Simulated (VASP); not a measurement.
Set up this calculation in VASP 6.6.1, as the native input.

- Task: relaxation of cell and atoms
- Functional: PBE
- Potentials or basis: VASP PAW PBE potentials, release 64 (Mg_sv)
- Cutoff: 840 eV
- k mesh: 6 × 6 × 6
- Occupations: gaussian, width 0.1 eV
- Spin: no spin polarisation
- Dipole correction: no
- Further INCAR settings: ALGO = Normal; EDIFF = 1e-07; IBRION = 2; EDIFFG = -0.04; NSW = 90; ISIF = 3

The structure of Mg lies in POSCAR:

```
Mg
1.0
    4.4948588000      0.0000000000      0.0000000000
   -2.2474294000      3.8926619100      0.0000000000
    0.0000000000      0.0000000000      2.7245897600
Mg
2
Direct
    0.3333333300      0.6666666700      0.0000000000
    0.6666666700      0.3333333300      0.0000000000
```

The cell was generated, and may not be a known phase.

One way to write it, as run:

INCAR

```
SYSTEM = Mg
PREC     = Accurate       ! precision mode
ENCUT    = 840            ! plane-wave cutoff, eV
EDIFF    = 1E-7           ! SCF threshold, eV
ISMEAR   = 0              ! smearing method
SIGMA    = 0.1            ! smearing width, eV
LREAL    = .FALSE.        ! projectors in reciprocal space
LASPH    = .TRUE.         ! aspherical terms in the spheres
NELM     = 120            ! most SCF steps
ALGO     = Normal         ! electronic algorithm
ISIF     = 3              ! what is computed and relaxed
LWAVE    = .FALSE.        ! write WAVECAR
LCHARG   = .FALSE.        ! write CHGCAR
GGA      = PE             ! functional
IBRION   = 2              ! ionic algorithm
NSW      = 90             ! ionic steps
EDIFFG   = -0.04          ! ionic threshold
GGA_COMPAT= .FALSE.      
NELMIN   = 4
```

KPOINTS

```
regular mesh
0
G
  6 6 6
  0 0 0
```

Potentials or basis: VASP PAW PBE potentials, release 64 (Mg_sv).

Run with:

```console
$ cat potpaw_PBE.64/Mg_sv/POTCAR > POTCAR
$ mpirun -np 1 vasp_std > vasp.out
```

It gave:

```
Relaxed volume                        : 33.41 Å³/atom
Relaxed cell                          : a = 5.135 Å, b = 5.135 Å, c = 2.926 Å, α = 90.00°, β = 90.00°, γ = 120.00°
Space group after relaxing (to 0.1 Å) : P6/mmm (No. 191)
Energy gained by relaxing             : 267.0 meV/atom
Ionic steps                           : 7
Pressure after relaxing               : 0.0 GPa
Band gap on the k mesh                : zero (bands 10 and 11 overlap by 3.42 eV)
```

Caveat: the k points lie up to 0.36 Å⁻¹ apart in the final cell, too coarse for converged energies and pressures of a metal; the volume moved by over 15 % at a fixed basis, so the end points are rough.

Run time: 4.1 min on 1 thread of AMD EPYC 7R43 64-Core Processor (Zen 3), on a shared host, peak memory 0.18 GiB.
